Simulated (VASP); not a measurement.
Runs of VASP 6.6.1 on Na. The structure is that of space group Im-3m (No. 229), or close to it. The cells are those of the table. 

```csv
task,cell,k mesh,cutoff (eV),gap on the mesh (eV),pressure (GPa)
single point,"a = 3.581 Å, angles 109.5°, 1 atom",14 × 14 × 14,520,none,0.6
relaxation of cell and atoms,"relaxed from a = 3.708 Å, angles 109.5°, 1 atom",14 × 14 × 14,600,none,0.0
single point,"a = 3.692 Å, angles 109.5°, 1 atom",14 × 14 × 14,520,none,-0.2
single point,"a = 3.619 Å, angles 109.5°, 1 atom",14 × 14 × 14,520,none,0.4
single point,"a = 3.728 Å, angles 109.5°, 1 atom",14 × 14 × 14,520,none,-0.5
single point,"a = 3.656 Å, angles 109.5°, 1 atom",14 × 14 × 14,520,none,(a)
single point,"a = 3.708 Å, angles 109.5°, 1 atom",6 × 6 × 6,520,none,-0.2
```

Alike in all rows: level r2SCAN; potentials or basis VASP PAW PBE potentials, release 64 (Na_pv); no spin polarisation; smearing gaussian 0.1 eV.

Question: Fill in the values left out.

Answer: (a) 0.1.

Caveats: the PAW data sets were made with another functional, which shifts forces and pressure a little.

A gap of «none» marks levels without a gap at the run's occupations.
